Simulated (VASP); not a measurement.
Sb: single point with PBE+D3(BJ)

Slab: Sb, a slab with vacuum.

```
Sb
1.0
     4.23143    0.00000    0.00000
    -2.11572    3.66453    0.00000
     0.00000    0.00000   28.00000
Sb
2
Direct
  0.33333 0.66667 0.52844
  0.66667 0.33333 0.47156
```

This cell differs from its parent crystal: biaxial strain +0.040, then relaxed in part.

```json
{
 "Program": "VASP 6.6.1",
 "Task": "single point",
 "Functional": "PBE",
 "Dispersion": "D3(BJ)",
 "Potentials or basis": "VASP PAW PBE potentials, release 64 (Sb_d_GW)",
 "Cutoff": "400 eV",
 "k mesh": "9 × 9 × 1",
 "Occupations": "gaussian, width 0.02 eV",
 "Spin": "no spin polarisation",
 "Dipole correction": "yes",
 "Second run": "valence_matched",
 "Further INCAR settings": "ALGO = Normal; EDIFF = 1e-06; NBANDS = 22; NELMDL = -8"
}
```

```yaml
Band_gap_on_the_k_mesh: 1.43 eV, direct
Dispersion_energy_per_atom: -0.218 eV
```

Levels at points of the mesh, in eV from the valence-band top:
| k point | band 11 | band 12 | band 13 | band 14 | band 15 | band 16 | band 17 | band 18 | band 19 | band 20 |
| --- | --- | --- | --- | --- | --- | --- | --- | --- | --- | --- |
| (0.00, 0.00, 0.00) | -10.77 | -5.93 | -0.11 | 0.00 | 0.00 | 1.43 | 2.82 | 2.82 | 4.63 | 4.84 |

Wall time 89 s on 1 thread of AMD EPYC 9R45 96-Core Processor (Zen 5), with other jobs on the host, peak memory 0.38 GiB.

Caveat: the cell differs from its parent crystal (biaxial strain +0.040, then relaxed in part); spin-orbit coupling is left out, which moves the levels of the heavy elements.
